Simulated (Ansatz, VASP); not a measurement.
TiAl3: VASP beside Ansatz

```xyz
4
Lattice="4.0534 0.0000 0.0000 0.0000 4.0534 0.0000 0.0000 0.0000 4.0534" Properties=species:S:1:pos:R:3 pbc="T T T"
Ti    0.0000    0.0000    0.0000
Al    2.0267    0.0000    2.0267
Al    0.0000    2.0267    2.0267
Al    2.0267    2.0267    0.0000
```

Alike in both runs: task relaxation of cell and atoms; functional PBE; k mesh 10 × 10 × 10; occupations gaussian, width 0.1 eV; no spin polarisation.

|  | VASP | Ansatz |
| --- | --- | --- |
| version | VASP 6.6.1 | Ansatz 0.2.0 |
| potentials or method | VASP PAW PBE potentials, release 64 (Ti_sv, Al), cutoff 600 eV | scalar-relativistic, plane waves, PAW |
| valence electrons in the cell | 21 | 21 |

Ansatz gave:

```
gap on the k mesh at the Fermi level, each at its own relaxed structure (eV) : none
relaxed volume (Å³/atom)                                                     : 15.76
relaxed cell length with the largest relative difference (Å)                 : 3.980
```

Question: What did VASP give for the same quantities?

Answer: gap on the k mesh at the Fermi level, each at its own relaxed structure (eV): none; relaxed volume (Å³/atom): 15.75; relaxed cell length with the largest relative difference (Å): 3.979.

A gap of «none» marks a metal or a gap that the smearing closes.
